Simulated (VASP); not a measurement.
# CuCl (F-43m) in VASP: a series of runs, part 2 of 2

VASP 6.6.1. Earlier steps stand in the parts before.

## (3) Single point, HSE06

File POSCAR:

```
CuCl
1.0
    0.0000000000      2.6787561796      2.6787561796
    2.6787561796      0.0000000000      2.6787561796
    2.6787561796      2.6787561796      0.0000000000
Cu Cl
1 1
Direct
    0.0000000000      0.0000000000      0.0000000000
    0.2500000000      0.2500000000      0.2500000000
```

File INCAR.step1:

```
PREC = Accurate
ENCUT = 520
EDIFF = 1E-5
ISMEAR = 0
SIGMA = 0.01
LREAL = F
LASPH = T
NELM = 120
ALGO = Normal
ISIF = 2
LWAVE = T
LCHARG = F
GGA = PE
NBANDS = 16
GGA_COMPAT = F
```

File INCAR.step2:

```
PREC = Accurate
ENCUT = 520
EDIFF = 1E-6
ISMEAR = 0
SIGMA = 0.01
LREAL = F
LASPH = T
NELM = 120
ALGO = Normal
ISIF = 2
LWAVE = F
LCHARG = F
GGA = PE
LHFCALC = T
HFSCREEN = 0.2079
PRECFOCK = Normal
ISTART = 1
NBANDS = 16
GGA_COMPAT = F
```

File KPOINTS:

```
regular mesh
0
Gamma
  6 6 6
```

Potentials or basis: VASP PAW PBE potentials, release 64 (Cu, Cl).

Command:

```sh
> cat potpaw_PBE.64/Cu/POTCAR potpaw_PBE.64/Cl/POTCAR > POTCAR
> cp INCAR.step1 INCAR
> mpirun -np 1 vasp_std > vasp.out
> cp INCAR.step2 INCAR
> mpirun -np 1 vasp_std > vasp.out
```

OUTCAR:

```text
PREC = Accurate
   ENCUT = 520
   EDIFF = 1E-6
   ISMEAR = 0
   LREAL = F
   LASPH = T
   NELM = 120
   ISIF = 2
   GGA = PE
   LHFCALC = T
   HFSCREEN = 0.2079
   PRECFOCK = Normal
   ISTART = 1

 ion  position               nearest neighbor table
   1  0.000  0.000  0.000-   2 2.32   2 2.32   2 2.32   2 2.32
   2  0.250  0.250  0.250-   1 2.32   1 2.32   1 2.32   1 2.32

  LATTYP: Found a face centered cubic cell.
 ALAT       =     5.3575123592

  Lattice vectors:

 A1 = (   0.0000000000,   2.6787561796,   2.6787561796)
 A2 = (   2.6787561796,   0.0000000000,   2.6787561796)
 A3 = (   2.6787561796,   2.6787561796,   0.0000000000)

Analysis of symmetry for initial positions (statically):
=====================================================================
 Subroutine PRICEL returns:
 Original cell was already a primitive cell.

 Routine SETGRP: Setting up the symmetry group for a
 face centered cubic supercell.

 Subroutine GETGRP returns: Found 24 space group operations
 (whereof 24 operations were pure point group operations)
 out of a pool of 48 trial point group operations.

The static configuration has the point symmetry T_d .

Analysis of symmetry for dynamics (positions and initial velocities):
=====================================================================
 Subroutine PRICEL returns:
 Original cell was already a primitive cell.

 Routine SETGRP: Setting up the symmetry group for a
 face centered cubic supercell.

 Subroutine GETGRP returns: Found 24 space group operations
 (whereof 24 operations were pure point group operations)
 out of a pool of 48 trial point group operations.
[... 111 lines left out ...]
     AMIX     =   0.40;   BMIX     =  1.00
     AMIX_MAG =   1.60;   BMIX_MAG =  1.00
  volume/ion in A,a.u.               =      19.22       129.72
  Fermi-wavevector in a.u.,A,eV,Ry     =   1.271225  2.402267 21.987197  1.616013
  Thomas-Fermi vector in A             =   2.404170
   LORBIT       =      0    0 simple, 1 ext, 2 COOP (PROOUT), +10 PAW based schemes
   GGA     = PE    functional components
   LHFCALC =     T    Hartree Fock is set to
   PRECFOCK=normal    Normal, Fast or Accurate (Low or Medium for compatibility)
   ENCUT4O =  -1.0   cutoff for four orbital integrals eV
   NKREDX  =     1    reduce k-point grid by
   NKREDY  =     1    reduce k-point grid by
   NKREDZ  =     1    reduce k-point grid by
   AEXX    =    0.2500 exact exchange contribution
   HFSCREEN=    0.2079 screening length (either q_TF or 0.3 A-1)
   HFSCREENC=   0.2079 screening length for correlation (either q_TF or 0.3 A-1)
   ENCUTFOCK=  -1.0 apply spherical cutoff to Coloumb kernel
   IVDW    =     0    specifies the selected vdW correction
   LEPSILON=     F    determine dielectric tensor
   LRPA    =     F    only Hartree local field effects (RPA)
 non-spin polarized calculation
 Gauss-broadening in eV      SIGMA  =   0.01
  energy-cutoff  :      520.00
  volume of cell :       38.44
 maximum number of plane-waves:      1056
  NGX = 24; NGY = 24; NGZ = 24

 number of electron      18.0000000 magnetization

 Free energy of the ion-electron system (eV)
  ---------------------------------------------------
  ext. energy  EPLUGINS =         0.00000000
  ---------------------------------------------------
  free energy    TOTEN  =        -7.53423229 eV

  energy without entropy =       -7.53423229  energy(sigma->0) =       -7.53423229

 E-fermi :   3.0285     XC(G=0):  -7.8742

 val. band max:        2.9475795103   @ k =   0.0000   0.0000   0.0000
 cond. band min:       5.3190383394   @ k =   0.0000   0.0000   0.0000
 fundamental gap:      2.3714588291
 Fermi energy:         3.0284909053

 k-point     1 :       0.0000    0.0000    0.0000
  band No.  band energies     occupation
      1     -15.1955      2.00000
      2      -2.1880      2.00000
      3      -2.1880      2.00000
      4      -2.1880      2.00000
      5       1.0036      2.00000
      6       1.0036      2.00000
[... 281 lines left out ...]
      3      -2.5895      2.00000
      4      -2.1634      2.00000
      5       0.8770      2.00000
      6       0.9531      2.00000
[... 8 lines left out ...]
     15      18.9358      0.00000
     16      18.9986      0.00000

------------------------ aborting loop because EDIFF is reached ----------------------------------------

  FORCE on cell =-STRESS in cart. coord.  units (eV):
  Direction    XX          YY          ZZ          XY          YZ          ZX
  --------------------------------------------------------------------------------------
  -------------------------------------------------------------------------------------
  Total        0.5447816      0.5447816      0.5447816     -0.0000000     -0.0000000      0.0000000
  in kB       22.7040563     22.7040563     22.7040563     -0.0000000     -0.0000000      0.0000000
  external PRESSURE =      22.7040563 kB  Pullay stress =       0.0000000 kB

 VOLUME and BASIS-vectors are now :
 -----------------------------------------------------------------------------
  energy-cutoff  :      520.00
  volume of cell :       38.44
      direct lattice vectors                 reciprocal lattice vectors
     0.000000000  2.678756180  2.678756180    -0.186653792  0.186653792  0.186653792
     2.678756180  0.000000000  2.678756180     0.186653792 -0.186653792  0.186653792
     2.678756180  2.678756180  0.000000000     0.186653792  0.186653792 -0.186653792

 POSITION                                       TOTAL-FORCE (eV/Angst)
 -----------------------------------------------------------------------------------
      0.00000      0.00000      0.00000         0.000000      0.000000      0.000000
      1.33938      1.33938      1.33938        -0.000000     -0.000000     -0.000000
 -----------------------------------------------------------------------------------
    total drift:                               -0.000145     -0.000099     -0.000056

  FREE ENERGIE OF THE ION-ELECTRON SYSTEM (eV)
  ---------------------------------------------------
  free  energy   TOTEN  =        -7.5342322930 eV

  energy  without entropy=       -7.5342322930  energy(sigma->0) =       -7.53423229
```

OUTCAR.step1:

```text
PREC = Accurate
   ENCUT = 520
   EDIFF = 1E-5
   ISMEAR = 0
   LREAL = F
   LASPH = T
[... 513 lines left out ...]
 -----------------------------------------------------------------------------------
      0.00000      0.00000      0.00000        -0.000000     -0.000000     -0.000000
      1.33938      1.33938      1.33938         0.000000      0.000000      0.000000
 -----------------------------------------------------------------------------------
    total drift:                                0.000001      0.000001      0.000001

  FREE ENERGIE OF THE ION-ELECTRON SYSTEM (eV)
  ---------------------------------------------------
  free  energy   TOTEN  =        -6.3315668649 eV

  energy  without entropy=       -6.3315668649  energy(sigma->0) =       -6.33156686
```

OSZICAR.step1:

```text
N       E                     dE             d eps       ncg     rms          rms(c)
DAV:   1     0.115991418899E+03    0.11599E+03   -0.87443E+03   512   0.143E+03
DAV:   2     0.281731040300E+01   -0.11317E+03   -0.10395E+03   560   0.265E+02
DAV:   3    -0.632220699576E+01   -0.91395E+01   -0.90239E+01   672   0.780E+01
DAV:   4    -0.654198615987E+01   -0.21978E+00   -0.21965E+00   616   0.117E+01
DAV:   5    -0.655124048156E+01   -0.92543E-02   -0.92515E-02   736   0.266E+00    0.556E+00
DAV:   6    -0.641865817503E+01    0.13258E+00   -0.15051E+00   584   0.333E+01    0.326E+00
DAV:   7    -0.633341255889E+01    0.85246E-01   -0.47659E-01   560   0.185E+01    0.191E+00
DAV:   8    -0.633168232423E+01    0.17302E-02   -0.14877E-02   760   0.118E+00    0.698E-01
DAV:   9    -0.633147064123E+01    0.21168E-03   -0.32694E-03   656   0.154E+00    0.656E-02
DAV:  10    -0.633151731370E+01   -0.46672E-04   -0.45521E-04   808   0.400E-01    0.389E-02
DAV:  11    -0.633156889271E+01   -0.51579E-04   -0.97376E-05   696   0.130E-01    0.203E-02
DAV:  12    -0.633156686494E+01    0.20278E-05   -0.33414E-06   504   0.313E-02
   1 F= -.63315669E+01 E0= -.63315669E+01  d E =-.926836E-14
```

Wall time 69 min (1 thread of Oxide Virtual Turin-like, shared host); peak memory 0.24 GiB.

Results:

```yaml
Free_energy: -7.5342 eV
Pressure: 2.3 GPa
Band_gap_on_the_k_mesh: 2.37 eV
```

Caveat: the PAW data sets were made with another functional, which shifts forces and pressure a little.
